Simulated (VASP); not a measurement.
Here is a VASP 6.6.1 calculation.

INCAR

```
ALGO = Normal ; EDIFF = 1E-6
ENCUT = 600 ; GGA = PE
GGA_COMPAT = F ; ISIF = 2
ISMEAR = -1 ; LASPH = T
LCHARG = F ; LREAL = F
LWAVE = F ; NBANDS = 19
NELM = 120 ; PREC = Accurate
SIGMA = 0.05
```

KPOINTS

```
k-points
0
Gamma
  8 8 8
```

The input POSCAR:

```
BaF2
1.0
    0.0000000000      3.1238236020      3.1238236020
    3.1238236020      0.0000000000      3.1238236020
    3.1238236020      3.1238236020      0.0000000000
Ba F
1 2
Direct
    0.0000000000      0.0000000000      0.0000000000
    0.7500000000      0.7500000000      0.7500000000
    0.2500000000      0.2500000000      0.2500000000
```

Potentials or basis: VASP PAW PBE potentials, release 64 (Ba_sv, F).

Run with:

```console
$ cat potpaw_PBE.64/Ba_sv/POTCAR potpaw_PBE.64/F/POTCAR > POTCAR
$ mpirun -np 1 vasp_std > vasp.out
```

Question: What does it give for the band gap on the k mesh?

Answer: 6.67 eV (least direct gap 6.73 eV).

Question: Estimate the pressure.

Answer: 0.9 GPa.

Caveat: spin-orbit coupling is left out, which moves the levels of the heavy elements. As with any semilocal functional, this PBE gap is likely too small.
